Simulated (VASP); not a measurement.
Input of a VASP 6.6.1 run:

Contents of INCAR:

```
SYSTEM = Mg2Be
PREC = Accurate
ENCUT = 520
EDIFF = 1E-7
ISMEAR = 0
SIGMA = 0.1
LREAL = .FALSE.
LASPH = .TRUE.
NELM = 60
ALGO = Normal
ISIF = 2
LWAVE = .FALSE.
LCHARG = .FALSE.
GGA = PE
NBANDS = 10
```

File KPOINTS:

```
regular mesh
0
G
  6 6 6
  0 0 0
```

Contents of POSCAR:

```
Mg2Be
1.0
    4.6341089100      0.0000000000      0.0000000000
   -2.3170544600      4.0132560400      0.0000000000
    0.0000000000      0.0000000000      2.8407087600
Mg Be
2 1
Direct
    0.3333333300      0.6666666700      0.5000000000
    0.6666666700      0.3333333300      0.5000000000
    0.0000000000      0.0000000000      0.0000000000
```

Potentials or basis: VASP PAW PBE potentials, release 64 (Mg, Be).

Launch:

```bash
$ cat potpaw_PBE.64/Mg/POTCAR potpaw_PBE.64/Be/POTCAR > POTCAR
$ mpirun -np 1 vasp_std > vasp.out
```

Question: Estimate the pressure.

Answer: 0.4 GPa.

Question: What does it give for the band gap on the k mesh?

Answer: Zero (band 3 reaches 6.45 eV, above the bottom of band 4 at 2.78 eV).

Stress tensor (GPa, compression positive):
```
 2.94  0.00  0.00
 0.00  2.94  0.00
 0.00  0.00 -4.77
```

Caveat: the k points lie up to 0.37 Å⁻¹ apart.
